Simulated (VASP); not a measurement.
Input of a VASP 6.6.1 run:

The input INCAR:

```
PREC = Accurate ; ENCUT = 600
EDIFF = 1E-7 ; ISMEAR = 0
SIGMA = 0.1 ; LREAL = False
LASPH = True ; NELM = 80
ALGO = Fast ; ISIF = 3
LWAVE = False ; LCHARG = False
GGA = PS ; IBRION = 2
NSW = 70 ; EDIFFG = -0.008
PSTRESS = 200.0
```

The input KPOINTS:

```
regular mesh
0
Gamma
  18 18 6
```

File POSCAR:

```
Al
1.0
    2.6778848410      0.0000000000      0.0000000000
   -1.3389424205      2.3191163007      0.0000000000
    0.0000000000      0.0000000000      8.7868302229
Al
4
Direct
    0.0000000000      0.0000000000      0.0000000000
    0.3333333333      0.6666666667      0.2500000000
    0.0000000000      0.0000000000      0.5000000000
    0.6666666667      0.3333333333      0.7500000000
```

Potentials or basis: VASP PAW PBE potentials, release 64 (Al).

Command:

```bash
$ cat potpaw_PBE.64/Al/POTCAR > POTCAR
$ mpirun -np 1 vasp_std > vasp.out
```

Question: What does it give for the relaxed volume?

Answer: 13.72 Å³/atom.

Question: What does it give for the space group after relaxing (to 0.1 Å)?

Answer: P6_3/mmc (No. 194).

Question: What does it give for the relaxed cell?

Answer: a = 2.683 Å, b = 2.683 Å, c = 8.804 Å, α = 90.00°, β = 90.00°, γ = 120.00°.

Question: Estimate the band gap on the k mesh.

Answer: Zero (bands 6 and 7 overlap by 5.85 eV).

The path:
```csv
step,energy change (eV),largest force (eV/Å),pressure (GPa),volume (Å³)
1,0.0000,0.0000,20.92,54.57
2,-0.0772,0.0000,19.10,55.19
3,-0.0391,0.0000,20.00,54.88
```

Caveat: the cell is relaxed towards a set pressure, so the run minimises the enthalpy, not the energy; the PAW data sets were made with another functional, which shifts forces and pressure a little.
